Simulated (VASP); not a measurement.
# SnO in VASP: further runs

SnO is run at these levels: PBE+D3(BJ); tasks: single point.

Everything below comes from runs of VASP 6.6.1. Logs are shortened: lines on timing, memory, paths and dates and some standing lists are left out, and cuts for length are marked.

## Step 1: The cell of the first run

The cell holds a slab with vacuum, 8 atoms: a = 3.820 Å, b = 3.820 Å, c = 22.226 Å, α = 90.00°, β = 90.00°, γ = 90.00°.

## Step 2: Single point, PBE+D3(BJ)

Contents of INCAR:

```
  ALGO = Normal
  DIPOL = 0.5 0.5 0.404
  EDIFF = 1E-6
  ENCUT = 520
  GGA = PE
  IDIPOL = 3
  ISIF = 2
  ISMEAR = 0
  IVDW = 12
  LASPH = True
  LCHARG = False
  LDIPOL = True
  LREAL = False
  LWAVE = False
  NBANDS = 50
  NELM = 80
  PREC = Accurate
  SIGMA = 0.05
```

Contents of KPOINTS:

```
k-points
0
Gamma
  7 7 1
```

Contents of POSCAR:

```
SnO
1.0
    3.8201629585      0.0000000000      0.0000000000
    0.0000000000      3.8201629585      0.0000000000
    0.0000000000      0.0000000000     22.2260830948
Sn O
4 4
Direct
    0.7500000000      0.2500000000      0.2024648239
    0.2500000000      0.7500000000      0.3087832219
    0.3750000000      1.2500000000      0.5000000000
    0.8750000000      0.7500000000      0.6063183980
    0.2500000000      0.2500000000      0.2556240229
    0.7500000000      0.7500000000      0.2556240229
    0.8750000000      1.2500000000      0.5531591990
    0.3750000000      0.7500000000      0.5531591990
```

Potentials or basis: VASP PAW PBE potentials, release 64 (Sn_d, O).

The run is started by

```bash
$ cat potpaw_PBE.64/Sn_d/POTCAR potpaw_PBE.64/O/POTCAR > POTCAR
$ mpirun -np 1 vasp_std > vasp.out
```

OUTCAR:

```text
EDIFF = 1E-6
   ENCUT = 520
   GGA = PE
   ISIF = 2
   ISMEAR = 0
   IVDW = 12
   LASPH = True
   LREAL = False
   NELM = 80
   PREC = Accurate
 IVDW          = 12

 ion  position               nearest neighbor table
   1  0.750  0.250  0.202-   5 2.25   6 2.25   6 2.25   5 2.25   2 3.59   2 3.59   2 3.59   2 3.59

   2  0.250  0.750  0.309-   5 2.25   6 2.25   5 2.25   6 2.25   1 3.59   1 3.59   1 3.59   1 3.59

   3  0.375  0.250  0.500-   7 2.25   8 2.25   8 2.25   7 2.25   4 3.59   4 3.59   4 3.59   4 3.59

   4  0.875  0.750  0.606-   7 2.25   8 2.25   7 2.25   8 2.25   3 3.59   3 3.59   3 3.59   3 3.59

   5  0.250  0.250  0.256-   1 2.25   2 2.25   2 2.25   1 2.25
   6  0.750  0.750  0.256-   1 2.25   2 2.25   1 2.25   2 2.25
   7  0.875  0.250  0.553-   3 2.25   4 2.25   4 2.25   3 2.25
   8  0.375  0.750  0.553-   3 2.25   4 2.25   3 2.25   4 2.25

  LATTYP: Found a simple tetragonal cell.
 ALAT       =     3.8201629585
 C/A-ratio  =     5.8180981639

  Lattice vectors:

 A1 = (   3.8201629585,   0.0000000000,   0.0000000000)
 A2 = (   0.0000000000,   3.8201629585,   0.0000000000)
 A3 = (   0.0000000000,   0.0000000000,  22.2260830948)

Analysis of symmetry for initial positions (statically):
=====================================================================
 Subroutine PRICEL returns:
 Original cell was already a primitive cell.

 Routine SETGRP: Setting up the symmetry group for a
 simple tetragonal supercell.

 Subroutine GETGRP returns: Found  4 space group operations
 (whereof  1 operations were pure point group operations)
 out of a pool of 16 trial point group operations.

The static configuration has the point symmetry C_1 .
 The point group associated with its full space group is C_2h.

Analysis of symmetry for dynamics (positions and initial velocities):
=====================================================================
 Subroutine PRICEL returns:
 Original cell was already a primitive cell.

 Routine SETGRP: Setting up the symmetry group for a
 simple tetragonal supercell.

 Subroutine GETGRP returns: Found  4 space group operations
 (whereof  1 operations were pure point group operations)
 out of a pool of 16 trial point group operations.

The dynamic configuration has the point symmetry C_1 .
 The point group associated with its full space group is C_2h.

 Subroutine INISYM returns: Found  4 space group operations
 (whereof  1 operations are pure point group operations),
 and found     1 'primitive' translations
[... 109 lines left out ...]
   NELECT =      80.0000    total number of electrons
   NUPDOWN=      -1.0000    fix difference up-down
   EMIN   =  10.00;   EMAX   =-10.00  energy-range for DOS
   EFERMI =   0.00;   METHOD = LEGACY
   ISMEAR =     0;   SIGMA  =   0.05  broadening in eV -4-tet -1-fermi 0-gaus
   EFERMI_NEDOS =   21; number of points for ismear=-14 and -15
   IALGO  =     38    algorithm
   IMIX   =      4    mixing-type and parameters
     AMIX     =   0.40;   BMIX     =  1.00
     AMIX_MAG =   1.60;   BMIX_MAG =  1.00
  volume/ion in A,a.u.               =      40.54       273.61
  Fermi-wavevector in a.u.,A,eV,Ry     =   1.026666  1.940118 14.341132  1.054043
  Thomas-Fermi vector in A             =   2.160571
   LORBIT       =      0    0 simple, 1 ext, 2 COOP (PROOUT), +10 PAW based schemes
   GGA     = PE    functional components
   LHFCALC =     F    Hartree Fock is set to
   AEXX    =    0.0000 exact exchange contribution
   IVDW    =    12    specifies the selected vdW correction
   LEPSILON=     F    determine dielectric tensor
   LRPA    =     F    only Hartree local field effects (RPA)
 non-spin polarized calculation
 Gauss-broadening in eV      SIGMA  =   0.05
  energy-cutoff  :      520.00
  volume of cell :      324.36
 maximum number of plane-waves:      8769
   NGX = 15   NGY = 15   NGZ = 83

 dipolmoment           0.000000      0.000000      0.000047 electrons x Angstroem

 number of electron      79.9999970 magnetization

 dipolmoment           0.000000      0.000000     -0.000006 electrons x Angstroem

 Free energy of the ion-electron system (eV)
  ---------------------------------------------------
  ext. energy  EPLUGINS =         0.00000000
  ---------------------------------------------------
  free energy    TOTEN  =       -45.17636607 eV

  energy without entropy =      -45.17636607  energy(sigma->0) =      -45.17636607

 E-fermi :   0.0588     XC(G=0):  -5.3271

 val. band max:       -0.2253726411   @ k =   0.1429   0.0000   0.0000
 cond. band min:       2.3265281552   @ k =   0.4286   0.0000   0.0000
 fundamental gap:      2.5519007963
 Fermi energy:         0.0587749830

 k-point     1 :       0.0000    0.0000    0.0000
  band No.  band energies     occupation
      1     -21.0556      2.00000
      2     -21.0556      2.00000
      3     -20.6950      2.00000
      4     -20.6949      2.00000
      5     -20.6572      2.00000
      6     -20.6570      2.00000
[... 837 lines left out ...]
     49       6.1972      0.00000
     50       6.4208      0.00000

------------------------ aborting loop because EDIFF is reached ----------------------------------------

 vacuum level on the upper side and lower side of the slab       (xc-potential included)        -0.152        -0.148

 Edisp (eV)   -1.23414

 E8    (eV) :    -0.5457

  FORCE on cell =-STRESS in cart. coord.  units (eV):
  Direction    XX          YY          ZZ          XY          YZ          ZX
  --------------------------------------------------------------------------------------
  -------------------------------------------------------------------------------------
  Total       0.15392     0.21030    -0.16499     0.00000     0.00000     0.08324
  in kB       0.76030     1.03877    -0.81498     0.00000     0.00000     0.41114
  external pressure =        0.33 kB  Pullay stress =        0.00 kB

 VOLUME and BASIS-vectors are now :
 -----------------------------------------------------------------------------
  energy-cutoff  :      520.00
  volume of cell :      324.36
      direct lattice vectors                 reciprocal lattice vectors
     3.820162959  0.000000000  0.000000000     0.261768938  0.000000000  0.000000000
     0.000000000  3.820162959  0.000000000     0.000000000  0.261768938  0.000000000
     0.000000000  0.000000000 22.226083095     0.000000000  0.000000000  0.044992183

 POSITION                                       TOTAL-FORCE (eV/Angst)
 -----------------------------------------------------------------------------------
      2.86512      0.95504      4.50000        -0.001605     -0.000000     -0.081914
      0.95504      2.86512      6.86304        -0.005814     -0.000000      0.149854
      1.43256      0.95504     11.11304         0.005814     -0.000000     -0.149854
      3.34264      2.86512     13.47608         0.001605     -0.000000      0.081914
      0.95504      0.95504      5.68152         0.003372     -0.000000      0.007667
      2.86512      2.86512      5.68152        -0.009904     -0.000000      0.008120
      3.34264      0.95504     12.29456         0.009904      0.000000     -0.008120
      1.43256      2.86512     12.29456        -0.003372      0.000000     -0.007667
 -----------------------------------------------------------------------------------
    total drift:                               -0.000000      0.000000     -0.000320

  FREE ENERGIE OF THE ION-ELECTRON SYSTEM (eV)
  ---------------------------------------------------
  free  energy   TOTEN  =       -46.4105048095 eV

  energy  without entropy=      -46.4105048095  energy(sigma->0) =      -46.41050481

 vacuum level on the upper side and lower side of the slab         4.792         4.797
```

It took 3.8 min on 1 thread of Intel Xeon 6975P-C (Granite Rapids), shared host; peak memory 0.44 GiB.

What came out:

| Item | Value |
| --- | --- |
| Free energy | -46.4105 eV |
| Largest force | 0.150 eV/Å |
| Band gap on the k mesh | 2.55 eV, indirect (least direct gap 2.58 eV) |
| Dispersion energy per atom | -0.154 eV |

Forces in eV/Å, atoms in the order of the input:
```
Sn  -0.002  0.000 -0.082
Sn  -0.006  0.000  0.150
Sn   0.006  0.000 -0.150
Sn   0.002  0.000  0.082
O    0.003  0.000  0.008
O   -0.010  0.000  0.008
O    0.010  0.000 -0.008
O   -0.003  0.000 -0.008
```

Caveat: spin-orbit coupling is left out, which moves the levels of the heavy elements.

## Step 3: Single point, PBE+D3(BJ)

Contents of INCAR:

```
PREC     = Accurate       # precision mode
ENCUT    = 520            # plane-wave cutoff, eV
EDIFF    = 1E-6           # SCF threshold, eV
ISMEAR   = 0              # smearing method
SIGMA    = 0.05           # smearing width, eV
LREAL    = False          # projectors in reciprocal space
LASPH    = True           # aspherical terms in the spheres
NELM     = 80             # most SCF steps
ALGO     = Normal         # electronic algorithm
ISIF     = 2              # what is computed and relaxed
LWAVE    = False          # write WAVECAR
LCHARG   = False          # write CHGCAR
LDIPOL   = True         
IDIPOL   = 3            
DIPOL    = 0.5 0.5 0.404
GGA      = PE             # functional
IVDW     = 12             # dispersion correction
NBANDS   = 50             # bands
```

Contents of KPOINTS:

```
Automatic mesh
0
Gamma
  7 7 1
```

Contents of POSCAR:

```
SnO
1.0
    3.8201629585      0.0000000000      0.0000000000
    0.0000000000      3.8201629585      0.0000000000
    0.0000000000      0.0000000000     22.2260830948
Sn O
4 4
Direct
    0.7500000000      0.2500000000      0.2024648239
    0.2500000000      0.7500000000      0.3087832219
    0.6250000000      1.2500000000      0.5000000000
    1.1250000000      0.7500000000      0.6063183980
    0.2500000000      0.2500000000      0.2556240229
    0.7500000000      0.7500000000      0.2556240229
    1.1250000000      1.2500000000      0.5531591990
    0.6250000000      0.7500000000      0.5531591990
```

Potentials or basis: VASP PAW PBE potentials, release 64 (Sn_d, O).

The run is started by

```bash
$ cat potpaw_PBE.64/Sn_d/POTCAR potpaw_PBE.64/O/POTCAR > POTCAR
$ mpirun -np 1 vasp_std > vasp.out
```

Run time: 4.1 min. Hardware: 1 thread of Intel Xeon 6975P-C (Granite Rapids), shared host; peak memory 0.44 GiB.

The run converged. Its results:

| Quantity | Value |
| --- | --- |
| Free energy | -46.4271 eV |
| Largest force | 0.180 eV/Å |
| Band gap on the k mesh | 2.58 eV, indirect (least direct gap 2.60 eV) |
| Dispersion energy per atom | -0.154 eV |

Forces in eV/Å, atoms in the order of the input:
```
Sn  -0.002  0.000 -0.080
Sn  -0.005  0.000  0.180
Sn   0.005  0.000 -0.180
Sn   0.002  0.000  0.080
O    0.003  0.000  0.011
O   -0.009  0.000  0.011
O    0.009  0.000 -0.011
O   -0.003  0.000 -0.011
```

Levels at points of the mesh, in eV from the valence-band top:
| k point | band 37 | band 38 | band 39 | band 40 | band 41 | band 42 | band 43 | band 44 |
| --- | --- | --- | --- | --- | --- | --- | --- | --- |
| (0.00, 0.00, 0.00) | -1.90 | -1.90 | -0.52 | -0.02 | 2.58 | 2.91 | 2.91 | 3.78 |

Caveat: spin-orbit coupling is left out, which moves the levels of the heavy elements.
